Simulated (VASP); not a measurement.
Here is a VASP 6.6.1 calculation.

File INCAR:

```
SYSTEM = EuO
PREC = Accurate
ENCUT = 600
EDIFF = 1E-6
ISMEAR = 0
SIGMA = 0.05
LREAL = .FALSE.
LASPH = .TRUE.
NELM = 200
ALGO = Normal
ISIF = 2
LWAVE = .FALSE.
LCHARG = .FALSE.
ISPIN = 2
MAGMOM = 7 -7 0 0
LORBIT = 11
LMAXMIX = 6
LDAU = .TRUE.
LDAUTYPE = 2
LDAUL = 3 -1
LDAUU = 8 0
LDAUJ = 0 0
LDAUPRINT = 1
GGA = CA
NBANDS = 35
GGA_COMPAT = .FALSE.
```

KPOINTS

```
regular mesh
0
G
  6 6 6
  0 0 0
```

POSCAR

```
EuO
1.0
    0.0000000000      2.5719519700      2.5719519700
    2.5719519700      0.0000000000      2.5719519700
    5.1439039400      5.1439039400      0.0000000000
Eu O
2 2
Direct
    0.5000000000      0.5000000000      0.2500000000
    0.5000000000      0.5000000000      0.7500000000
    0.0000000000      0.0000000000      0.0000000000
    0.0000000000      0.0000000000      0.5000000000
```

Potentials or basis: VASP PAW PBE potentials, release 64 (Eu, O).

Command:

```bash
$ cat potpaw_PBE.64/Eu/POTCAR potpaw_PBE.64/O/POTCAR > POTCAR
$ mpirun -np 1 vasp_std > vasp.out
```

(1) Estimate the site moments.

(2) Predict the pressure.

## Answers

(1) Eu +6.75, -6.75; O +0.00 μB.

(2) -5.6 GPa.

Caveat: the cell stands under tension; the PAW data sets were made with another functional, which shifts forces and pressure a little.
